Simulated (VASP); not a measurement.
Tl3S, 4 atoms in the cell. The structure is tetragonal, space group I4/mmm (No. 139). Conventional cell: a = 4.702 Å, b = 4.702 Å, c = 10.286 Å, α = 90.00°, β = 90.00°, γ = 90.00°. Tl (site symmetry 4/mmm) has 4 S at 3.32 Å and 8 Tl at 3.48 Å within 4.4 Å. Within 4.4 Å of Tl (site symmetry -4m2) lie 8 Tl at 3.32 to 3.48 Å and 4 S at 3.48 Å. Within 4.4 Å of S (site symmetry 4/mmm) lie 12 Tl at 3.32 to 3.48 Å. 

| Item | Value |
| --- | --- |
| Program | VASP 6.6.1 |
| Task | single point |
| Functional | r2SCAN |
| Potentials or basis | VASP PAW PBE potentials, release 64 (Tl_d, S) |
| Cutoff | 520 eV |
| k mesh | 7 × 7 × 7 |
| Occupations | methfessel-paxton, width 0.1 eV |
| Spin | no spin polarisation |
| Dipole correction | no |
| Further INCAR settings | ALGO = Normal; EDIFF = 1e-07; NBANDS = 30 |

Potentials or basis: VASP PAW PBE potentials, release 64 (Tl_d, S).

Command:

```sh
$ cat potpaw_PBE.64/Tl_d/POTCAR potpaw_PBE.64/S/POTCAR > POTCAR
$ cp INCAR.step1 INCAR
$ mpirun -np 1 vasp_std > vasp.out
$ cp INCAR.step2 INCAR
$ mpirun -np 1 vasp_std > vasp.out
```

Hardware: 1 thread of Intel(R) Xeon(R) 6975P-C (Granite Rapids) (shared host).

Question: How long does it take, and how much memory?

Answer: Wall time 6.6 min on 1 thread of Intel(R) Xeon(R) 6975P-C (Granite Rapids), with other jobs on the host, peak memory 0.41 GiB. Counts: k points 40.
